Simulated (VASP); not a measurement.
Here is a VASP 6.6.1 calculation.

Contents of INCAR:

```
  PREC = Accurate
  ENCUT = 520
  EDIFF = 1E-6
  ISMEAR = -1
  SIGMA = 0.1
  LREAL = F
  LASPH = T
  NELM = 100
  ALGO = Normal
  ISIF = 2
  LWAVE = F
  LCHARG = T
  GGA = PE
  LELF = T
  LVHAR = T
  NBANDS = 32
```

KPOINTS

```
Automatic mesh
0
Gamma
  6 6 4
```

Contents of POSCAR:

```
Lu
1.0
    3.5070808964      0.0000000000      0.0000000000
   -1.7535404482      3.0372211494      0.0000000000
    0.0000000000      0.0000000000      5.4772888711
Lu
2
Direct
    0.3333333333      0.6666666667      0.2500000000
    0.6666666667      0.3333333333      0.7500000000
```

Potentials or basis: VASP PAW PBE potentials, release 64 (Lu).

Command:

```sh
$ cat potpaw_PBE.64/Lu/POTCAR > POTCAR
$ mpirun -np 1 vasp_std > vasp.out
```

Estimate the band gap on the k mesh.

zero (bands 25 and 26 overlap by 1.86 eV).

Estimate the pressure.

0.0 GPa.

Stress tensor (GPa, compression positive):
```
 0.10  0.00  0.00
 0.00  0.10  0.00
 0.00  0.00 -0.07
```

Caveat: spin-orbit coupling is left out, which moves the levels of the heavy elements.
